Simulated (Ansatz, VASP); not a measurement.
**One calculation of Cd, two programs**

The input INCAR:

```
ALGO = Normal
EDIFF = 1E-6
ENCUT = 500
GGA = PE
GGA_COMPAT = F
ISIF = 2
ISMEAR = 0
LASPH = T
LCHARG = F
LREAL = F
LWAVE = F
NBANDS = 19
NELM = 120
PREC = Accurate
SIGMA = 0.1
```

KPOINTS

```
k-points
0
Gamma
  6 6 2
```

The input POSCAR:

```
Cd
1.0
    2.9788725081      0.0000000000      0.0000000000
   -1.4894362540      2.5797792666      0.0000000000
    0.0000000000      0.0000000000      5.6176500000
Cd
2
Direct
    0.3333333333      0.6666666667      0.2500000000
    0.6666666667      0.3333333333      0.7500000000
```

Input for Ansatz:

```yaml
crystal:
  lattice:
    - [2.9788725081, 0.0, 0.0]
    - [-1.489436254, 2.5797792666, 0.0]
    - [0.0, 0.0, 5.61765]
  atoms:
    - { symbol: Cd, position: [0.3333333333, 0.6666666667, 0.25] }
    - { symbol: Cd, position: [0.6666666667, 0.3333333333, 0.75] }
basis: {}
kpoints:
  mp_grid: { grid: [6, 6, 2] }
hamiltonian:
  xc: pbe
  pseudopotentials: { kind: paw, source: ansatz }
scf:
  occupations: { method: gaussian, width: 0.1 }
  lower_state_search: "off"
  max_iter: 30
  convergence: { dr2_threshold: "1e-10 eV" }
output:
  forces: true
  stress: true
  eigenvalues: true
```

Alike in both runs: task single point; functional PBE; k mesh 6 × 6 × 2; occupations gaussian, width 0.1 eV; no spin polarisation.

|  | VASP | Ansatz |
| --- | --- | --- |
| version | VASP 6.6.1 | Ansatz 0.2.0 |
| potentials or method | VASP PAW PBE potentials, release 64 (Cd) | scalar-relativistic, plane waves, PAW (harder set) |
| plane-wave cutoff (eV) | 500 | 520 |
| valence electrons in the cell | 24 | 40 |

VASP gave:

```
gap on the k mesh at the Fermi level (eV)                     : none
pressure (GPa)                                                : 4.4
traceless stress, the component that is largest in VASP (GPa) : 2.40
```

Task: Which values does Ansatz return?

Result: gap on the k mesh at the Fermi level (eV): none; pressure (GPa): 4.1; traceless stress, the component that is largest in VASP (GPa): 2.49.

A gap of «none» marks a metal or a gap that the smearing closes. With one functional, cell and mesh, what is left measures potentials, basis and numerics. VASP's potentials hold 24 valence electrons a cell and Ansatz's 40, so a difference there can come from the potentials and not from the codes.

The k mesh is coarse, so the values compare programs but aren't converged.
